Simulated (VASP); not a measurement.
Here is a VASP 6.6.1 calculation.

The input POSCAR:

```
Pb
1.0
    0.0000000000      2.4971339692      2.4971339692
    2.4971339692      0.0000000000      2.4971339692
    2.4971339692      2.4971339692      0.0000000000
Pb
1
Direct
    0.0000000000      0.0000000000      0.0000000000
```

File INCAR.step1:

```
SYSTEM = Pb
PREC     = Accurate       ! precision mode
ENCUT    = 520            ! plane-wave cutoff, eV
ISMEAR   = 0              ! smearing method
SIGMA    = 0.05           ! smearing width, eV
LREAL    = .False.        ! projectors in reciprocal space
LASPH    = .True.         ! aspherical terms in the spheres
NELM     = 80             ! most SCF steps
NBANDS   = 13             ! bands
GGA      = PE             ! functional
ALGO     = Normal         ! electronic algorithm
EDIFF    = 1E-4           ! SCF threshold, eV
LWAVE    = .True.         ! write WAVECAR
LCHARG   = .False.        ! write CHGCAR
```

INCAR.step2

```
SYSTEM = Pb
PREC     = Accurate       ! precision mode
ENCUT    = 520            ! plane-wave cutoff, eV
EDIFF    = 1E-6           ! SCF threshold, eV
ISMEAR   = 0              ! smearing method
SIGMA    = 0.05           ! smearing width, eV
LREAL    = .False.        ! projectors in reciprocal space
LASPH    = .True.         ! aspherical terms in the spheres
NELM     = 80             ! most SCF steps
ALGO     = Normal         ! electronic algorithm
ISIF     = 2              ! what is computed and relaxed
LWAVE    = .False.        ! write WAVECAR
LCHARG   = .False.        ! write CHGCAR
METAGGA  = R2SCAN         ! meta-GGA
LMIXTAU  = .True.       
NBANDS   = 13             ! bands
ISTART   = 1
```

Contents of KPOINTS:

```
regular mesh
0
Gamma
  14 14 14
  0 0 0
```

Potentials or basis: VASP PAW PBE potentials, release 64 (Pb_d).

Run with:

```bash
$ cat potpaw_PBE.64/Pb_d/POTCAR > POTCAR
$ cp INCAR.step1 INCAR
$ mpirun -np 1 vasp_std > vasp.out
$ cp INCAR.step2 INCAR
$ mpirun -np 1 vasp_std > vasp.out
```

(1) Predict the pressure.

(2) Estimate the band gap on the k mesh.

Answers

(1) 0.0 GPa.

(2) zero (band 7 reaches 14.44 eV, above the bottom of band 8 at 5.39 eV).

Caveat: the PAW data sets were made with another functional, which shifts forces and pressure a little; spin-orbit coupling is left out, which moves the levels of the heavy elements.
